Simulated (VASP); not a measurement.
# CeO2: single point with LDA

Crystal: CeO2.

```
CELL_PARAMETERS angstrom
0.00000 2.73923 2.73923
2.73923 0.00000 2.73923
2.73923 2.73923 0.00000
ATOMIC_POSITIONS crystal
Ce 0.00000 0.00000 0.00000
O 0.75000 0.75000 0.75000
O 0.25000 0.25000 0.25000
```

- Program: VASP 6.6.1
- Task: single point
- Functional: LDA
- Potentials or basis: VASP PAW LDA potentials, release 64 (Ce, O)
- Cutoff: 520 eV
- k mesh: 9 × 9 × 9
- Occupations: fermi-dirac, width 0.05 eV
- Spin: collinear spin, ferromagnetic start
- Starting moments: [1.0, 0.0, 0.0] μB
- Dipole correction: no
- Further INCAR settings: ALGO = Normal; EDIFF = 1e-06; NBANDS = 23

The pressure is -11.4 GPa. The band gap on the k mesh is 1.83 eV (least direct gap 1.89 eV) and the net moment is 0.00 μB per cell. The valence electrons inside the program's atomic spheres are Ce 9.63; O 4.97.

Levels at points of the mesh, in eV from the valence-band top:
Spin up:
```csv
k point,band 8,band 9,band 10,band 11,band 12,band 13,band 14,band 15,band 16,band 17
"(0.00, 0.00, 0.00)",-3.66,-3.66,-0.54,-0.54,-0.54,2.10,2.10,2.10,2.35,2.76
```
Spin down:
| k point | band 9 | band 10 | band 11 | band 12 | band 13 | band 14 | band 15 | band 16 |
| --- | --- | --- | --- | --- | --- | --- | --- | --- |
| (0.00, 0.00, 0.00) | -3.66 | -0.54 | -0.54 | -0.54 | 2.10 | 2.10 | 2.10 | 2.35 |

Run time: 5.1 min on 1 thread of AMD EPYC 7R43 64-Core Processor (Zen 3), with other jobs on the host, peak memory 0.19 GiB.

Caveat: the magnetic or orbital state may not be the lowest; the cell stands under tension; the moments typed at the start vanished in this run; spin-orbit coupling is left out, which moves the levels of the heavy elements; an odd mesh through Γ misses points on the zone boundary, where band edges can lie. The state reached can hang on the start; a lower one may exist.
